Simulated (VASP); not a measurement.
Here is a VASP 6.6.1 calculation.

INCAR

```
SYSTEM = Pb
  PREC = Accurate
  ENCUT = 520
  EDIFF = 1E-6
  ISMEAR = 0
  SIGMA = 0.15
  LREAL = .False.
  LASPH = .True.
  NELM = 60
  ALGO = Normal
  ISIF = 2
  LWAVE = .False.
  LCHARG = .False.
  GGA = PE
  NBANDS = 13
```

Contents of KPOINTS:

```
Automatic mesh
0
Gamma
  16 16 16
  0 0 0
```

The input POSCAR:

```
Pb
1.0
    0.0000000000      2.4080550000      2.5315450000
    2.4080550000      0.0000000000      2.5315450000
    2.4080550000      2.4080550000      0.0000000000
Pb
1
Direct
    0.0000000000      0.0000000000      0.0000000000
```

Potentials or basis: VASP PAW PBE potentials, release 64 (Pb_d).

Launch:

```bash
$ cat potpaw_PBE.64/Pb_d/POTCAR > POTCAR
$ mpirun -np 1 vasp_std > vasp.out
```

Question: Estimate the pressure.

Answer: 4.1 GPa.

Question: What does it give for the band gap on the k mesh?

Answer: Zero (bands 7 and 8 overlap by 9.56 eV).

Stress tensor (GPa, compression positive):
```
4.44 0.00 0.00
0.00 4.44 0.00
0.00 0.00 3.39
```

Caveat: the cell differs from its parent crystal (strain -0.025 along x and y, +0.025 along z); the cell stands under pressure; spin-orbit coupling is left out, which moves the levels of the heavy elements.
